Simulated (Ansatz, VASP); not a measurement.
One calculation of Te, two programs

```xyz
1
Lattice="2.9910 0.0000 0.0000 -1.4955 2.5903 0.0000 0.0000 0.0000 2.8119" Properties=species:S:1:pos:R:3 pbc="T T T"
Te    0.0000    0.0000    0.0000
```

Change from the starting cell: volume scaled by 0.7, LAPW.

Alike in both runs: task single point; functional PBE; k mesh 15 × 15 × 13; occupations fermi-dirac, width 0.1 eV; no spin polarisation.

```csv
,VASP,Ansatz
version,VASP 6.6.1,Ansatz 0.2.0
potentials or method,"VASP PAW PBE potentials, release 64 (Te), cutoff 520 eV","all-electron LAPW, scalar-relativistic"
```

```tsv
	VASP	Ansatz	Ansatz less VASP
pressure (GPa)	41.3	41.2	-0.13
traceless stress, the component that is largest in VASP (GPa)	-0.13	-0.19	-0.056
```

Both programs put the cell under a high pressure, so it lies far from rest at this level. Ansatz ran all-electron here, and VASP with PAW potentials.

Neither program's run includes spin-orbit coupling.
